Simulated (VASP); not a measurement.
# Ga: single point with PBEsol

Crystal: Ga.

```
Ga
1.0
     1.38300   -4.02650    0.00000
     1.38300    4.02650    0.00000
    -0.11745    0.00000    3.32993
Ga
2
Direct
  0.86900 0.13100 0.25000
  0.13100 0.86900 0.75000
```

```yaml
Program: VASP 6.6.1
Task: single point
Functional: PBEsol
Potentials_or_basis: VASP PAW PBE potentials, release 64 (Ga_d)
Cutoff: 520 eV
k_mesh: 14 × 14 × 11
Occupations: fermi-dirac, width 0.03 eV
Spin: no spin polarisation
Dipole_correction: no
Further_INCAR_settings: ALGO = Normal; EDIFF = 1e-07; NBANDS = 20
```

```json
{
 "Pressure": "-1.8 GPa",
 "Largest force": "0.183 eV/Å",
 "Band gap on the k mesh": "zero (bands 13 and 14 overlap by 7.99 eV)"
}
```

Forces on the atoms (eV/Å):
```
Ga   0.000  0.183  0.000
Ga   0.000 -0.183  0.000
```

Stress tensor (GPa, compression positive):
```
-1.84  0.00 -0.10
 0.00 -1.74  0.00
-0.10  0.00 -1.85
```

Levels at points of the mesh, in eV from the Fermi level:
```tsv
k point	band 10	band 11	band 12	band 13	band 14	band 15	band 16	band 17
(0.00, 0.00, 0.00)	-14.57	-11.24	-2.09	-1.63	1.62	5.42	9.68	10.18
(0.50, 0.00, 0.00)	-14.59	-6.06	-5.03	-1.35	0.00	5.77	6.58	8.44
(0.50, 0.50, 0.00)	-14.63	-9.11	-8.61	3.99	4.57	5.81	6.04	7.54
```

Wall time 2.4 min on 1 thread of Intel(R) Xeon(R) 6975P-C (Granite Rapids) (shared host), peak memory 0.44 GiB.

Caveat: the PAW data sets were made with another functional, which shifts forces and pressure a little.
